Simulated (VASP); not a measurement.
# TiGe (Fm-3m) in VASP: vibrations by perturbation theory with PBE

Aim: the vibrations by perturbation theory of TiGe with PBE.

Everything below comes from runs of VASP 6.6.1. Logs are shortened: lines on timing, memory, paths and dates and some standing lists are left out, and cuts for length are marked.

## (1) The cell of the first run

It takes space group Fm-3m (No. 225, cubic). Conventional cell: a = 5.192 Å, b = 5.192 Å, c = 5.192 Å, α = 90.00°, β = 90.00°, γ = 90.00°. Ti (site symmetry m-3m) has 6 Ge at 2.60 Å within 3.4 Å. Within 3.4 Å of Ge (site symmetry m-3m) lie 6 Ti at 2.60 Å.

## (2) Vibrations by perturbation theory, PBE

Input file INCAR:

```
  ALGO = Normal
  EDIFF = 1E-8
  ENCUT = 520
  GGA = PE
  IBRION = 8
  ISIF = 2
  ISMEAR = -1
  LASPH = True
  LCHARG = False
  LREAL = False
  LWAVE = False
  NBANDS = 20
  NELM = 100
  NSW = 1
  PREC = Accurate
  SIGMA = 0.15
```

Input file KPOINTS:

```
k-points
0
Gamma
  10 10 10
```

Input file POSCAR:

```
TiGe
1.0
    0.0000000000      2.5962000000      2.5962000000
    2.5962000000      0.0000000000      2.5962000000
    2.5962000000      2.5962000000      0.0000000000
Ti Ge
1 1
Direct
    0.0000000000      0.0000000000      0.0000000000
    0.5000000000      0.5000000000      0.5000000000
```

Potentials or basis: VASP PAW PBE potentials, release 64 (Ti_sv, Ge_d).

Run with:

```sh
$ cat potpaw_PBE.64/Ti_sv/POTCAR potpaw_PBE.64/Ge_d/POTCAR > POTCAR
$ mpirun -np 1 vasp_std > vasp.out
```

OUTCAR:

```text
EDIFF = 1E-8
   ENCUT = 520
   GGA = PE
   IBRION = 8
   ISIF = 2
   ISMEAR = -1
   LASPH = True
   LREAL = False
   NELM = 100
   NSW = 1
   PREC = Accurate

 ion  position               nearest neighbor table
   1  0.000  0.000  0.000-   2 2.60   2 2.60   2 2.60   2 2.60   2 2.60   2 2.60
   2  0.500  0.500  0.500-   1 2.60   1 2.60   1 2.60   1 2.60   1 2.60   1 2.60

  LATTYP: Found a face centered cubic cell.
 ALAT       =     5.1924000000

  Lattice vectors:

 A1 = (   0.0000000000,   2.5962000000,   2.5962000000)
 A2 = (   2.5962000000,   0.0000000000,   2.5962000000)
 A3 = (   2.5962000000,   2.5962000000,   0.0000000000)

Analysis of symmetry for initial positions (statically):
=====================================================================
 Subroutine PRICEL returns:
 Original cell was already a primitive cell.

 Routine SETGRP: Setting up the symmetry group for a
 face centered cubic supercell.

 Subroutine GETGRP returns: Found 48 space group operations
 (whereof 48 operations were pure point group operations)
 out of a pool of 48 trial point group operations.

The static configuration has the point symmetry O_h .

Analysis of symmetry for dynamics (positions and initial velocities):
=====================================================================
 Subroutine PRICEL returns:
 Original cell was already a primitive cell.

 Routine SETGRP: Setting up the symmetry group for a
 face centered cubic supercell.

 Subroutine GETGRP returns: Found 48 space group operations
 (whereof 48 operations were pure point group operations)
 out of a pool of 48 trial point group operations.

The dynamic configuration has the point symmetry O_h .

 Subroutine INISYM returns: Found 48 space group operations
 (whereof 48 operations are pure point group operations),
 and found     1 'primitive' translations

----------------------------------------------------------------------------------------

                                     Primitive cell

  volume of cell :      34.9981

  direct lattice vectors                    reciprocal lattice vectors
     0.000000000  2.596200000  2.596200000    -0.192589169  0.192589169  0.192589169
     2.596200000  0.000000000  2.596200000     0.192589169 -0.192589169  0.192589169
     2.596200000  2.596200000  0.000000000     0.192589169  0.192589169 -0.192589169

  length of vectors
     3.671581251  3.671581251  3.671581251     0.333574225  0.333574225  0.333574225

  position of ions in fractional coordinates (direct lattice)
     0.000000000  0.000000000  0.000000000
     0.500000000  0.500000000  0.500000000

  ion indices of the primitive-cell ions
   primitive index   ion index
                 1           1
                 2           2

----------------------------------------------------------------------------------------

 KPOINTS: k-points

Automatic generation of k-mesh.
 Grid dimensions read from file:
 generate k-points for:   10   10   10

 Generating k-lattice:

  Cartesian coordinates                     Fractional coordinates (reciprocal lattice)
    -0.019258917  0.019258917  0.019258917     0.100000000  0.000000000  0.000000000
     0.019258917 -0.019258917  0.019258917     0.000000000  0.100000000  0.000000000
     0.019258917  0.019258917 -0.019258917     0.000000000  0.000000000  0.100000000

  Length of vectors
     0.033357423  0.033357423  0.033357423

  Shift w.r.t. Gamma in fractional coordinates (k-lattice)
     0.000000000  0.000000000  0.000000000

 Subroutine IBZKPT returns following result:
 ===========================================

 Found     47 irreducible k-points:

 Following reciprocal coordinates:
            Coordinates               Weight
  0.000000  0.000000  0.000000      1.000000
  0.100000  0.000000  0.000000      8.000000
  0.200000  0.000000  0.000000      8.000000
  0.300000  0.000000  0.000000      8.000000
  0.400000  0.000000  0.000000      8.000000
  0.500000  0.000000  0.000000      4.000000
[... 16 lines left out ...]
  0.300000  0.300000  0.000000      6.000000
  0.400000  0.300000  0.000000     24.000000
 [... further k-points ...]
   k-points           NKPTS =     47   k-points in BZ     NKDIM =     47   number of bands    NBANDS=     20
   number of dos      NEDOS =    301   number of ions     NIONS =      2
   total plane-waves  NPLWV =  21952
   dimension x,y,z NGX =    28 NGY =   28 NGZ =   28
   dimension x,y,z NGXF=    56 NGYF=   56 NGZF=   56
   ions per type =               1   1
   NGX,Y,Z   is equivalent  to a cutoff of  12.68, 12.68, 12.68 a.u.
   NGXF,Y,Z  is equivalent  to a cutoff of  25.36, 25.36, 25.36 a.u.
 SYSTEM =  unknown system
   PREC   = accura    normal or accurate (medium, high low for compatibility)
   ISTART =      0    job   : 0-new  1-cont  2-samecut
   ICHARG =      2    charge: 1-file 2-atom 10-const
   ISPIN  =      1    spin polarized calculation?
   LNONCOLLINEAR =      F non collinear calculations
   LSORBIT =      F    spin-orbit coupling
   LASPH  =      T    aspherical Exc in radial PAW
   ENCUT  =  520.0 eV  38.22 Ry    6.18 a.u.   6.83  6.83  6.83*2*pi/ulx,y,z
   NELM   =    100;   NELMIN=  2; NELMDL= -5     # of ELM steps
   EDIFF  = 0.1E-07   stopping-criterion for ELM
   LREAL  =      F    real-space projection
   EDIFFG = 0.1E-06   stopping-criterion for IOM
   NSW    =      1    number of steps for IOM
   IBRION =      8    ionic relax: 0-MD 1-quasi-New 2-CG
   NFREE  =      0    steps in history (QN), initial steepest desc. (CG)
   ISIF   =      2    stress and relaxation
   ISYM   =      2    0-nonsym 1-usesym 2-fastsym
   POTIM  = 0.5000    time-step for ionic-motion
   TEBEG  =    0.0;   TEEND  =   0.0 temperature during run
   PSTRESS=    0.0 pullay stress
   NELECT =      26.0000    total number of electrons
   NUPDOWN=      -1.0000    fix difference up-down
   EMIN   =  10.00;   EMAX   =-10.00  energy-range for DOS
   EFERMI =   0.00;   METHOD = LEGACY
   ISMEAR =    -1;   SIGMA  =   0.15  broadening in eV -4-tet -1-fermi 0-gaus
   EFERMI_NEDOS =   21; number of points for ismear=-14 and -15
   IALGO  =     38    algorithm
   IMIX   =      4    mixing-type and parameters
     AMIX     =   0.40;   BMIX     =  1.00
     AMIX_MAG =   1.60;   BMIX_MAG =  1.00
  volume/ion in A,a.u.               =      17.50       118.09
  Fermi-wavevector in a.u.,A,eV,Ry     =   1.482693  2.801883 29.910742  2.198378
  Thomas-Fermi vector in A             =   2.596447
   LORBIT       =      0    0 simple, 1 ext, 2 COOP (PROOUT), +10 PAW based schemes
   GGA     = PE    functional components
   LHFCALC =     F    Hartree Fock is set to
   AEXX    =    0.0000 exact exchange contribution
   IVDW    =     0    specifies the selected vdW correction
   LEPSILON=     F    determine dielectric tensor
   LRPA    =     F    only Hartree local field effects (RPA)
 non-spin polarized calculation
  energy-cutoff  :      520.00
  volume of cell :       35.00
 maximum number of plane-waves:       960
   NGX = 13   NGY = 13   NGZ = 13

--------------------------------------- Ionic step        1  -------------------------------------------

 number of electron      26.0000007 magnetization

 Free energy of the ion-electron system (eV)
  ---------------------------------------------------
  ext. energy  EPLUGINS =         0.00000000
  ---------------------------------------------------
  free energy    TOTEN  =       -13.32240166 eV

  energy without entropy =      -13.26293918  energy(sigma->0) =      -13.29267042

 E-fermi :   7.5848     XC(G=0): -11.4702

 val. band max:        7.5612293916   @ k =   0.1000   0.1000   0.0000
 cond. band min:       7.6096099779   @ k =   0.1000   0.0000   0.0000
 fundamental gap:      0.0483805863
 Fermi energy:         7.5848011516

 k-point     1 :       0.0000    0.0000    0.0000
  band No.  band energies     occupation
      1     -49.5119      2.00000
      2     -25.7559      2.00000
      3     -25.7559      2.00000
      4     -25.7559      2.00000
      5     -16.2783      2.00000
      6     -16.2783      2.00000
[... 541 lines left out ...]
     19      13.9631      0.00000
     20      16.5378      0.00000

 [... further k-points ...]

------------------------ aborting loop because EDIFF is reached ----------------------------------------

  FORCE on cell =-STRESS in cart. coord.  units (eV):
  Direction    XX          YY          ZZ          XY          YZ          ZX
  --------------------------------------------------------------------------------------
  -------------------------------------------------------------------------------------
  Total        0.0610415      0.0610415      0.0610415      0.0000000      0.0000000     -0.0000000
  in kB        2.7944161      2.7944161      2.7944161      0.0000000      0.0000000     -0.0000000
  external PRESSURE =       2.7944161 kB  Pullay stress =       0.0000000 kB

 VOLUME and BASIS-vectors are now :
 -----------------------------------------------------------------------------
  energy-cutoff  :      520.00
  volume of cell :       35.00
      direct lattice vectors                 reciprocal lattice vectors
     0.000000000  2.596200000  2.596200000    -0.192589169  0.192589169  0.192589169
     2.596200000  0.000000000  2.596200000     0.192589169 -0.192589169  0.192589169
     2.596200000  2.596200000  0.000000000     0.192589169  0.192589169 -0.192589169

 POSITION                                       TOTAL-FORCE (eV/Angst)
 -----------------------------------------------------------------------------------
      0.00000      0.00000      0.00000         0.000000     -0.000000      0.000000
      2.59620      2.59620      2.59620        -0.000000      0.000000     -0.000000
 -----------------------------------------------------------------------------------
    total drift:                                0.000000      0.000000      0.000000

  FREE ENERGIE OF THE ION-ELECTRON SYSTEM (eV)
  ---------------------------------------------------
  free  energy   TOTEN  =       -13.3224016608 eV

  energy  without entropy=      -13.2629391808  energy(sigma->0) =      -13.29267042

[... ionic steps 2 to 3 ...]

--------------------------------------- Ionic step        4  -------------------------------------------

------------------------ aborting loop because EDIFF is reached ----------------------------------------

[... ionic steps 5 to 6 ...]

--------------------------------------- Ionic step        7  -------------------------------------------

 Free energy of the ion-electron system (eV)
  ---------------------------------------------------
  ---------------------------------------------------
  free energy    TOTEN  =        -0.19389957 eV

  energy without entropy =       -0.19389958

------------------------ aborting loop because EDIFF is reached ----------------------------------------

 INTERNAL STRAIN TENSOR  FOR ION    2  DIRECTION 1   (eV/Angst):
 -----------------------------------------------------------------------------
    -0.02002 -0.00000  0.00000
     0.00000  0.01047 -0.00000
     0.00000 -0.00000  0.01047

 INTERNAL STRAIN TENSOR FOR ION    2 for displacements in x,y,z  (eV/Angst):
          X           Y           Z          XY          YZ          ZX
  --------------------------------------------------------------------------------
  x     0.00000     0.00000     0.00000     0.00000     0.00000     0.00000
  y     0.00000     0.00000     0.00000     0.00000     0.00000     0.00000
  z     0.00000     0.00000     0.00000     0.00000     0.00000     0.00000

 SECOND DERIVATIVES (NOT SYMMETRIZED)
 ------------------------------------
               1X          1Y          1Z          2X          2Y          2Z
  1X    -8.804906    0.000000    0.000000    8.804906    0.000000    0.000000
  1Y     0.000000   -8.804906    0.000000    0.000000    8.804906    0.000000
  1Z     0.000000    0.000000   -8.804906    0.000000    0.000000    8.804906
  2X     8.814761    0.000000    0.000000   -8.814761    0.000000    0.000000
  2Y     0.000000    8.814761    0.000000    0.000000   -8.814761    0.000000
  2Z     0.000000    0.000000    8.814761    0.000000    0.000000   -8.814761

 Eigenvectors and eigenvalues of the dynamical matrix
 ----------------------------------------------------

   1 f  =    8.637934 THz    54.273739 2PiTHz  288.130460 cm-1    35.723608 meV
             X         Y         Z           dx          dy          dz
      0.000000  0.000000  0.000000     0.776115   -0.000000    0.000000
      2.596200  2.596200  2.596200    -0.630591    0.000000    0.000000
[... 21 lines left out ...]
   6 f/i=    0.002364 THz     0.014856 2PiTHz    0.078867 cm-1     0.009778 meV
             X         Y         Z           dx          dy          dz
      0.000000  0.000000  0.000000     0.128771   -0.482273   -0.385326
      2.596200  2.596200  2.596200     0.158487   -0.593569   -0.474249

--------------------------------------------------------------------------------------------------------

 ELASTIC MODULI CONTR FROM IONIC RELAXATION (kBar)
 Direction    XX          YY          ZZ          XY          YZ          ZX
 --------------------------------------------------------------------------------
 XX           0.0000      0.0000      0.0000      0.0000      0.0000      0.0000
 YY           0.0000      0.0000      0.0000      0.0000      0.0000      0.0000
 ZZ           0.0000      0.0000      0.0000      0.0000      0.0000      0.0000
 XY           0.0000      0.0000      0.0000      0.0000      0.0000      0.0000
 YZ           0.0000      0.0000      0.0000      0.0000      0.0000      0.0000
 ZX           0.0000      0.0000      0.0000      0.0000      0.0000      0.0000
 --------------------------------------------------------------------------------
```

Wall time 3.1 min (1 thread of Intel Xeon 6975P-C (Granite Rapids), shared host); peak memory 0.29 GiB.

Results:

* Highest phonon frequency at Γ, LO-TO splitting left out: 288 cm⁻¹

Phonon frequencies in cm⁻¹ (negative: imaginary):
```csv
q point,frequencies
"(0.000, 0.000, 0.000)",0 0 0 288 288 288
```
